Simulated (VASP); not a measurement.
# TlBi4 (a cell with a defect) in VASP: notebook

TlBi4 (a cell with a defect) is run at these levels: LDA; tasks: relaxation of the atoms, single point.

All numbers are computed with VASP 6.6.1; they aren't measurements. Logs are shortened: lines on timing, memory, paths and dates and some standing lists are left out, and cuts for length are marked.

### 1 The cell of the first run

The cell holds a defect, 15 atoms: a = 10.070 Å, b = 10.070 Å, c = 5.035 Å, α = 90.00°, β = 90.00°, γ = 90.00°.

### 2 Relaxation of the atoms, LDA

The input, INCAR:

```
SYSTEM = TlBi4
PREC = Accurate
ENCUT = 450
EDIFF = 1E-7
ISMEAR = -1
SIGMA = 0.1
LREAL = .FALSE.
LASPH = .TRUE.
NELM = 120
ALGO = Normal
ISIF = 2
LWAVE = .FALSE.
LCHARG = .FALSE.
IBRION = 2
NSW = 45
EDIFFG = -0.02
GGA_COMPAT = .FALSE.
NELMIN = 4
KPAR = 4
```

The input, KPOINTS:

```
Automatic mesh
0
G
  2 2 3
  0 0 0
```

The input, POSCAR:

```
TlBi4
1.0
   10.0702900000      0.0000000000      0.0000000000
    0.0000000000     10.0702900000      0.0000000000
    0.0000000000      0.0000000000      5.0351450000
Bi Tl
12 3
Direct
    0.0000000000      0.2500000000      0.5000000000
    0.2500000000      0.0000000000      0.5000000000
    0.2500000000      0.2500000000      0.0000000000
    0.0000000000      0.7500000000      0.5000000000
    0.2500000000      0.5000000000      0.5000000000
    0.2500000000      0.7500000000      0.0000000000
    0.5000000000      0.2500000000      0.5000000000
    0.7500000000      0.0000000000      0.5000000000
    0.7500000000      0.2500000000      0.0000000000
    0.5000000000      0.7500000000      0.5000000000
    0.7500000000      0.5000000000      0.5000000000
    0.7500000000      0.7500000000      0.0000000000
    0.0000000000      0.5000000000      0.0000000000
    0.5000000000      0.0000000000      0.0000000000
    0.5000000000      0.5000000000      0.0000000000
```

Potentials or basis: VASP PAW LDA potentials, release 64 (Bi_d, Tl_d).

Command:

```bash
$ cat potpaw_LDA.64/Bi_d/POTCAR potpaw_LDA.64/Tl_d/POTCAR > POTCAR
$ mpirun -np 4 vasp_std > vasp.out
```

OUTCAR:

```text
SYSTEM = TlBi4
   PREC = Accurate
   ENCUT = 450
   EDIFF = 1E-7
   ISMEAR = -1
   LREAL = .FALSE.
   LASPH = .TRUE.
   NELM = 120
   ISIF = 2
   IBRION = 2
   NSW = 45
   EDIFFG = -0.02
   NELMIN = 4

 ion  position               nearest neighbor table
   1  0.000  0.250  0.500-   2 3.56   3 3.56   5 3.56   8 3.56   9 3.56  11 3.56  13 3.56   3 3.56
                             9 3.56  13 3.56
   2  0.250  0.000  0.500-   1 3.56   3 3.56   4 3.56   6 3.56   7 3.56  10 3.56  14 3.56   3 3.56
                             6 3.56  14 3.56
   3  0.250  0.250  0.000-   1 3.56   2 3.56   5 3.56   7 3.56  13 3.56  14 3.56  15 3.56   1 3.56
                             2 3.56   5 3.56   7 3.56
   4  0.000  0.750  0.500-   2 3.56   5 3.56   6 3.56   8 3.56  11 3.56  12 3.56  13 3.56   6 3.56
                            12 3.56  13 3.56
   5  0.250  0.500  0.500-   1 3.56   3 3.56   4 3.56   6 3.56   7 3.56  10 3.56  13 3.56  15 3.56
                             3 3.56   6 3.56  13 3.56  15 3.56
   6  0.250  0.750  0.000-   2 3.56   4 3.56   5 3.56  10 3.56  13 3.56  14 3.56  15 3.56   2 3.56
                             4 3.56   5 3.56  10 3.56
   7  0.500  0.250  0.500-   2 3.56   3 3.56   5 3.56   8 3.56   9 3.56  11 3.56  14 3.56  15 3.56
                             3 3.56   9 3.56  14 3.56  15 3.56
   8  0.750  0.000  0.500-   1 3.56   4 3.56   7 3.56   9 3.56  10 3.56  12 3.56  14 3.56   9 3.56
                            12 3.56  14 3.56
   9  0.750  0.250  0.000-   1 3.56   7 3.56   8 3.56  11 3.56  13 3.56  14 3.56  15 3.56   1 3.56
                             7 3.56   8 3.56  11 3.56
  10  0.500  0.750  0.500-   2 3.56   5 3.56   6 3.56   8 3.56  11 3.56  12 3.56  14 3.56  15 3.56
                             6 3.56  12 3.56  14 3.56  15 3.56
  11  0.750  0.500  0.500-   1 3.56   4 3.56   7 3.56   9 3.56  10 3.56  12 3.56  13 3.56  15 3.56
                             9 3.56  12 3.56  13 3.56  15 3.56
  12  0.750  0.750  0.000-   4 3.56   8 3.56  10 3.56  11 3.56  13 3.56  14 3.56  15 3.56   4 3.56
                             8 3.56  10 3.56  11 3.56
  13  0.000  0.500  0.000-   1 3.56   3 3.56   4 3.56   5 3.56   6 3.56   9 3.56  11 3.56  12 3.56
                             1 3.56   4 3.56   5 3.56  11 3.56
  14  0.500  0.000  0.000-   2 3.56   3 3.56   6 3.56   7 3.56   8 3.56   9 3.56  10 3.56  12 3.56
                             2 3.56   7 3.56   8 3.56  10 3.56
  15  0.500  0.500  0.000-   3 3.56   5 3.56   6 3.56   7 3.56   9 3.56  10 3.56  11 3.56  12 3.56
                             5 3.56   7 3.56  10 3.56  11 3.56

  LATTYP: Found a simple tetragonal cell.
 ALAT       =    10.0702900000
 C/A-ratio  =     0.5000000000

  Lattice vectors:

 A1 = (  10.0702900000,   0.0000000000,   0.0000000000)
 A2 = (   0.0000000000,  10.0702900000,   0.0000000000)
 A3 = (   0.0000000000,   0.0000000000,   5.0351450000)

Analysis of symmetry for initial positions (statically):
=====================================================================
 Subroutine PRICEL returns:
 Original cell was already a primitive cell.

 Routine SETGRP: Setting up the symmetry group for a
 simple tetragonal supercell.

 Subroutine GETGRP returns: Found 16 space group operations
 (whereof 16 operations were pure point group operations)
 out of a pool of 16 trial point group operations.

The static configuration has the point symmetry D_4h.

Analysis of symmetry for dynamics (positions and initial velocities):
=====================================================================
 Subroutine PRICEL returns:
 Original cell was already a primitive cell.

 Routine SETGRP: Setting up the symmetry group for a
 simple tetragonal supercell.

 Subroutine GETGRP returns: Found 16 space group operations
 (whereof 16 operations were pure point group operations)
 out of a pool of 16 trial point group operations.

The dynamic configuration has the point symmetry D_4h.

 Subroutine INISYM returns: Found 16 space group operations
 (whereof 16 operations are pure point group operations),
 and found     1 'primitive' translations

----------------------------------------------------------------------------------------

                                     Primitive cell

  volume of cell :     510.6178

  direct lattice vectors                    reciprocal lattice vectors
    10.070290000  0.000000000  0.000000000     0.099302006  0.000000000  0.000000000
     0.000000000 10.070290000  0.000000000     0.000000000  0.099302006  0.000000000
[... 63 lines left out ...]

 Found      6 irreducible k-points:

 Following reciprocal coordinates:
            Coordinates               Weight
  0.000000  0.000000  0.000000      1.000000
  0.500000  0.000000  0.000000      2.000000
  0.500000  0.500000  0.000000      1.000000
  0.000000  0.000000  0.333333      2.000000
  0.500000  0.000000  0.333333      4.000000
  0.500000  0.500000  0.333333      2.000000
   k-points           NKPTS =      6   k-points in BZ     NKDIM =      6   number of bands    NBANDS=    131
   number of dos      NEDOS =    301   number of ions     NIONS =     15
   total plane-waves  NPLWV = 176400
   dimension x,y,z NGX =    70 NGY =   70 NGZ =   36
   dimension x,y,z NGXF=   140 NGYF=  140 NGZF=   72
   ions per type =              12   3
   NGX,Y,Z   is equivalent  to a cutoff of  11.56, 11.56, 11.89 a.u.
   NGXF,Y,Z  is equivalent  to a cutoff of  23.11, 23.11, 23.77 a.u.
 SYSTEM =  TlBi4
   PREC   = accura    normal or accurate (medium, high low for compatibility)
   ISTART =      0    job   : 0-new  1-cont  2-samecut
   ICHARG =      2    charge: 1-file 2-atom 10-const
   ISPIN  =      1    spin polarized calculation?
   LNONCOLLINEAR =      F non collinear calculations
   LSORBIT =      F    spin-orbit coupling
   LASPH  =      T    aspherical Exc in radial PAW
   ENCUT  =  450.0 eV  33.07 Ry    5.75 a.u.  17.42 17.42  8.71*2*pi/ulx,y,z
   NELM   =    120;   NELMIN=  4; NELMDL= -5     # of ELM steps
   EDIFF  = 0.1E-06   stopping-criterion for ELM
   LREAL  =      F    real-space projection
   EDIFFG = -.2E-01   stopping-criterion for IOM
   NSW    =     45    number of steps for IOM
   IBRION =      2    ionic relax: 0-MD 1-quasi-New 2-CG
   NFREE  =      1    steps in history (QN), initial steepest desc. (CG)
   ISIF   =      2    stress and relaxation
   ISYM   =      2    0-nonsym 1-usesym 2-fastsym
   POTIM  = 0.5000    time-step for ionic-motion
   TEBEG  =    0.0;   TEEND  =   0.0 temperature during run
   PSTRESS=    0.0 pullay stress
   NELECT =     219.0000    total number of electrons
   NUPDOWN=      -1.0000    fix difference up-down
   EMIN   =  10.00;   EMAX   =-10.00  energy-range for DOS
   EFERMI =   0.00;   METHOD = LEGACY
   ISMEAR =    -1;   SIGMA  =   0.10  broadening in eV -4-tet -1-fermi 0-gaus
   EFERMI_NEDOS =   21; number of points for ismear=-14 and -15
   IALGO  =     38    algorithm
   IMIX   =      4    mixing-type and parameters
     AMIX     =   0.40;   BMIX     =  1.00
     AMIX_MAG =   1.60;   BMIX_MAG =  1.00
  volume/ion in A,a.u.               =      34.04       229.72
  Fermi-wavevector in a.u.,A,eV,Ry     =   1.234594  2.333045 20.738310  1.524223
  Thomas-Fermi vector in A             =   2.369278
   LORBIT       =      0    0 simple, 1 ext, 2 COOP (PROOUT), +10 PAW based schemes
   GGA     = CA    functional components
   LHFCALC =     F    Hartree Fock is set to
   AEXX    =    0.0000 exact exchange contribution
   IVDW    =     0    specifies the selected vdW correction
   LEPSILON=     F    determine dielectric tensor
   LRPA    =     F    only Hartree local field effects (RPA)
 conjugate gradient relaxation of ions
 non-spin polarized calculation
  energy-cutoff  :      450.00
  volume of cell :      510.62
 maximum number of plane-waves:     11094
 NGX is ok and might be reduce to    70
   NGX = 35   NGY = 35   NGZ = 17

--------------------------------------- Ionic step        1  -------------------------------------------

 number of electron     219.0000055 magnetization

 Free energy of the ion-electron system (eV)
  ---------------------------------------------------
  ext. energy  EPLUGINS =         0.00000000
  ---------------------------------------------------
  free energy    TOTEN  =       -61.39781922 eV

  energy without entropy =      -61.06085028  energy(sigma->0) =      -61.22933475

------------------------ aborting loop because EDIFF is reached ----------------------------------------

  FORCE on cell =-STRESS in cart. coord.  units (eV):
  Direction    XX          YY          ZZ          XY          YZ          ZX
  --------------------------------------------------------------------------------------
  -------------------------------------------------------------------------------------
  Total      -14.3627697    -14.3627697    -14.3049337      0.0000000      0.0000000      0.0000000
  in kB      -45.0663976    -45.0663976    -44.8849241      0.0000000      0.0000000      0.0000000
  external PRESSURE =     -45.0059065 kB  Pullay stress =       0.0000000 kB
[... 128 lines left out ...]
  FREE ENERGIE OF THE ION-ELECTRON SYSTEM (eV)
  ---------------------------------------------------
  free  energy   TOTEN  =       -61.4287104515 eV

  energy  without entropy=      -61.0965179551  energy(sigma->0) =      -61.26261420

[... ionic steps 4 to 11 ...]

--------------------------------------- Ionic step       12  -------------------------------------------

 number of electron     219.0000006 magnetization

------------------------ aborting loop because EDIFF is reached ----------------------------------------
[... 93 lines left out ...]
--------------------------------------- Ionic step       14  -------------------------------------------

 number of electron     219.0000010 magnetization

 Free energy of the ion-electron system (eV)
  ---------------------------------------------------
  ext. energy  EPLUGINS =         0.00000000
  ---------------------------------------------------
  free energy    TOTEN  =       -61.52444946 eV

  energy without entropy =      -61.19103130  energy(sigma->0) =      -61.35774038

 E-fermi :   6.1865     XC(G=0):  -9.9670

 val. band max:        6.0704371296   @ k =   0.0000   0.0000   0.3333
 cond. band min:       6.1966633154   @ k =   0.0000   0.0000   0.0000
 fundamental gap:      0.1262261858
 Fermi energy:         6.1865149545

 k-point     1 :       0.0000    0.0000    0.0000
  band No.  band energies     occupation
      1     -16.7807      2.00000
      2     -16.7699      2.00000
      3     -16.7561      2.00000
      4     -16.7561      2.00000
      5     -16.7492      2.00000
      6     -16.7285      2.00000
[... 733 lines left out ...]
    120       8.4842      0.00000
    121       8.7375      0.00000
 [bands above 121 left out]

------------------------ aborting loop because EDIFF is reached ----------------------------------------

  FORCE on cell =-STRESS in cart. coord.  units (eV):
  Direction    XX          YY          ZZ          XY          YZ          ZX
  --------------------------------------------------------------------------------------
  -------------------------------------------------------------------------------------
  Total      -13.9824450    -13.9824450    -13.6032211      0.0000000      0.0000000      0.0000000
  in kB      -43.8730439    -43.8730439    -42.6831441      0.0000000      0.0000000      0.0000000
  external PRESSURE =     -43.4764106 kB  Pullay stress =       0.0000000 kB
[... 30 lines left out ...]
  FREE ENERGIE OF THE ION-ELECTRON SYSTEM (eV)
  ---------------------------------------------------
  free  energy   TOTEN  =       -61.5244494611 eV

  energy  without entropy=      -61.1910313024  energy(sigma->0) =      -61.35774038

 reached required accuracy - stopping structural energy minimisation
```

It took 13 min on 4 MPI ranks of Intel Xeon 6975P-C (Granite Rapids), shared host; peak memory 0.48 GiB.

Results:

```
Free energy               : -61.5244 eV
Energy gained by relaxing : 8.4 meV/atom
Ionic steps               : 14
Pressure after relaxing   : -4.3 GPa
Band gap on the k mesh    : zero (an odd number of electrons rules out a gap without spin polarisation)
```

Forces on the atoms (eV/Å):
```
Bi   0.000  0.002  0.000
Bi   0.002  0.000  0.000
Bi   0.002  0.002  0.000
Bi   0.000 -0.002  0.000
Bi   0.001  0.000  0.000
Bi   0.002 -0.002  0.000
Bi   0.000  0.001  0.000
Bi  -0.002  0.000  0.000
Bi  -0.002  0.002  0.000
Bi   0.000 -0.001  0.000
Bi  -0.001  0.000  0.000
Bi  -0.002 -0.002  0.000
Tl   0.000  0.000  0.000
Tl   0.000  0.000  0.000
Tl   0.000  0.000  0.000
```

The path:
| step | energy change (eV) | largest force (eV/Å) | pressure (GPa) |
| --- | --- | --- | --- |
| 1 | 0.0000 | 0.1592 | -4.50 |
| 2 | -0.0082 | 0.1557 | -4.52 |
| 3 | -0.0309 | 0.1449 | -4.57 |
| 4 | -0.0664 | 0.1166 | -4.64 |
| 5 | -0.0859 | 0.1129 | -4.63 |
| 6 | -0.0889 | 0.0907 | -4.65 |
| 7 | -0.0890 | 0.0948 | -4.65 |
| 8 | -0.0984 | 0.0906 | -4.63 |
| 9 | -0.1158 | 0.0813 | -4.46 |
| 10 | -0.1163 | 0.0970 | -4.37 |
| 11 | -0.1240 | 0.0622 | -4.29 |
| 12 | -0.1244 | 0.0530 | -4.26 |
| 13 | -0.1262 | 0.0219 | -4.31 |
| 14 | -0.1266 | 0.0028 | -4.35 |

Final structure:
```
CELL_PARAMETERS angstrom
10.07029 0.00000 0.00000
0.00000 10.07029 0.00000
0.00000 0.00000 5.03514
ATOMIC_POSITIONS crystal
Bi 0.00000 0.22890 0.50000
Bi 0.22890 0.00000 0.50000
Bi 0.24169 0.24169 0.00000
Bi 0.00000 0.77110 0.50000
Bi 0.26109 0.50000 0.50000
Bi 0.24169 0.75831 0.00000
Bi 0.50000 0.26109 0.50000
Bi 0.77110 0.00000 0.50000
Bi 0.75831 0.24169 0.00000
Bi 0.50000 0.73891 0.50000
Bi 0.73891 0.50000 0.50000
Bi 0.75831 0.75831 0.00000
Tl 0.00000 0.50000 0.00000
Tl 0.50000 0.00000 0.00000
Tl 0.50000 0.50000 0.00000
```

Caveat: the k points lie up to 0.42 Å⁻¹ apart, too coarse for converged energies and pressures of a metal; spin-orbit coupling is left out, which moves the levels of the heavy elements.

### 3 Single point, LDA

The input, INCAR:

```
SYSTEM = TlBi4
PREC = Accurate ; ENCUT = 400
EDIFF = 1E-6 ; ISMEAR = -1
SIGMA = 0.1 ; LREAL = .False.
LASPH = .True. ; NELM = 120
ALGO = Normal ; ISIF = 2
LWAVE = .False. ; LCHARG = .False.
GGA = CA ; NBANDS = 122
GGA_COMPAT = .False.
```

The input, KPOINTS:

```
Automatic mesh
0
Gamma
  2 2 3
  0 0 0
```

The input, POSCAR:

```
TlBi4
1.0
   10.0702900000      0.0000000000      0.0000000000
    0.0000000000     10.0702900000      0.0000000000
    0.0000000000      0.0000000000      5.0351450000
Bi Tl
12 3
Direct
    0.0000000000      0.2281641344      0.5000000000
    0.2281641344      0.0000000000      0.5000000000
    0.2417227740      0.2417227740      0.0000000000
    0.0000000000      0.7718358656      0.5000000000
    0.2623919378      0.5000000000      0.5000000000
    0.2417227740      0.7582772260      0.0000000000
    0.5000000000      0.2623919378      0.5000000000
    0.7718358656      0.0000000000      0.5000000000
    0.7582772260      0.2417227740      0.0000000000
    0.5000000000      0.7376080622      0.5000000000
    0.7376080622      0.5000000000      0.5000000000
    0.7582772260      0.7582772260      0.0000000000
    0.0000000000      0.5000000000      0.0000000000
    0.5000000000      0.0000000000      0.0000000000
    0.5000000000      0.5000000000      0.0000000000
```

Potentials or basis: VASP PAW LDA potentials, release 64 (Bi_d, Tl_d).

Command:

```bash
$ cat potpaw_LDA.64/Bi_d/POTCAR potpaw_LDA.64/Tl_d/POTCAR > POTCAR
$ mpirun -np 1 vasp_std > vasp.out
```

Wall time 3 min (1 thread of Intel Xeon 6975P-C (Granite Rapids), shared host); peak memory 0.39 GiB.

It converged, with:

```
Free energy            : -61.5179 eV
Pressure               : -4.4 GPa
Largest force          : 0.018 eV/Å
Band gap on the k mesh : zero (an odd number of electrons rules out a gap without spin polarisation)
```

Forces in eV/Å, atoms in the order of the input:
```
Bi   0.000  0.014  0.000
Bi   0.014  0.000  0.000
Bi   0.000  0.000  0.000
Bi   0.000 -0.014  0.000
Bi  -0.018  0.000  0.000
Bi   0.000  0.000  0.000
Bi   0.000 -0.018  0.000
Bi  -0.014  0.000  0.000
Bi   0.000  0.000  0.000
Bi   0.000  0.018  0.000
Bi   0.018  0.000  0.000
Bi   0.000  0.000  0.000
Tl   0.000  0.000  0.000
Tl   0.000  0.000  0.000
Tl   0.000  0.000  0.000
```

Stress tensor (GPa, compression positive):
```
-4.42  0.00  0.00
 0.00 -4.42  0.00
 0.00  0.00 -4.34
```

Levels at points of the mesh, in eV from the Fermi level:
```csv
k point,band 105,band 106,band 107,band 108,band 109,band 110,band 111,band 112,band 113,band 114
"(0.00, 0.00, 0.00)",-1.06,-1.05,-0.92,-0.55,-0.55,-0.42,-0.42,0.01,0.05,0.70
"(0.50, 0.00, 0.00)",-0.83,-0.65,-0.31,-0.21,-0.17,-0.13,0.07,0.13,0.16,0.18
"(0.50, 0.50, 0.00)",-1.00,-1.00,-0.22,-0.22,0.15,0.27,0.31,0.36,0.46,0.46
```

Caveat: the k points lie up to 0.42 Å⁻¹ apart, too coarse for converged energies and pressures of a metal; spin-orbit coupling is left out, which moves the levels of the heavy elements.
